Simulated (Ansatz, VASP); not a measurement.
# Two plane-wave programs on Cu

```xyz
4
Lattice="2.5128 0.0000 0.0000 -1.2564 2.1762 0.0000 0.0000 0.0000 8.2583" Properties=species:S:1:pos:R:3 pbc="T T T"
Cu    0.0000    0.0000    0.0000
Cu    0.0000    1.4508    2.0646
Cu    0.0000    0.0000    4.1292
Cu    1.2564    0.7254    6.1938
```

Alike in both runs: functional PBEsol; k mesh 11 × 11 × 3; no spin polarisation.

Ansatz relaxed the structure, and its values are those at the end. VASP's run is a single point on that final structure, the one shown.

```csv
,VASP,Ansatz
version,VASP 6.6.1,Ansatz 0.2.0
potentials or method,"VASP PAW PBE potentials, release 64 (Cu), cutoff 600 eV","plane waves, PAW"
occupations,"methfessel-paxton of order 1, width 0.1 eV",methfessel-paxton of order 1
valence electrons in the cell,44,76
```

Ansatz gave:

| Quantity | Value |
| --- | --- |
| pressure (GPa) | 0.0 |

What did VASP give for the same quantities?

Pressure (GPa): 1.0.

VASP's potentials were made for PBE, not for PBEsol. VASP's potentials hold 44 valence electrons a cell and Ansatz's 76, so a difference there can come from the potentials and not from the codes.
